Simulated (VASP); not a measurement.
**ScC2: single point with PBE**

The system is ScC2.

```
Sc C
1.0
     2.67831    0.00000    0.00000
    -1.33915    2.31948    0.00000
     0.00000    0.00000   10.41753
Sc C
2 4
Direct
  0.33333 0.66667 0.25000
  0.66667 0.33333 0.75000
  0.33333 0.66667 0.62750
  0.66667 0.33333 0.12750
  0.33333 0.66667 0.87250
  0.66667 0.33333 0.37250
```

```yaml
Program: VASP 6.6.1
Task: single point
Functional: PBE
Potentials_or_basis: VASP PAW PBE potentials, release 64 (Sc_sv, C)
Cutoff: 520 eV
k_mesh: 6 × 6 × 2
Occupations: gaussian, width 0.1 eV
Spin: no spin polarisation
```

| Item | Value |
| --- | --- |
| Pressure | 66.9 GPa |
| Largest force | 4.851 eV/Å |
| Band gap on the k mesh | zero (bands 19 and 20 overlap by 1.89 eV) |

Forces on the atoms (eV/Å):
```
Sc   0.000  0.000  0.000
Sc   0.000  0.000  0.000
C    0.000  0.000 -4.851
C    0.000  0.000 -4.851
C    0.000  0.000  4.851
C    0.000  0.000  4.851
```

Stress tensor (GPa, compression positive):
```
72.13  0.00  0.00
 0.00 72.13  0.00
 0.00  0.00 56.43
```

Levels at points of the mesh, in eV from the Fermi level:
```
           k point  band 15  band 16  band 17  band 18  band 19  band 20  band 21  band 22  band 23  band 24
(0.00, 0.00, 0.00)    -0.23     0.33     0.33     0.36     0.36     1.96     1.96     2.04     2.04     2.47
(0.50, 0.00, 0.00)    -2.75    -2.27    -2.10    -0.89    -0.45    -0.31     1.10     1.17     2.04     2.31
(0.00, 0.00, 0.50)     0.35     0.35     0.35     0.35     1.03     1.03     2.00     2.00     2.00     2.00
(0.50, 0.00, 0.50)    -2.63    -2.63    -1.33    -1.33    -0.39    -0.39     1.14     1.14     2.18     2.18
```

Wall time 25 s on 1 thread of Intel(R) Xeon(R) 6975P-C (Granite Rapids), with other jobs on the host, peak memory 0.18 GiB.

Caveat: the k points lie up to 0.45 Å⁻¹ apart, too coarse for converged energies and pressures of a metal; forces of over 1 eV/Å act on the atoms, so gaps and moduli don't describe the material at rest.
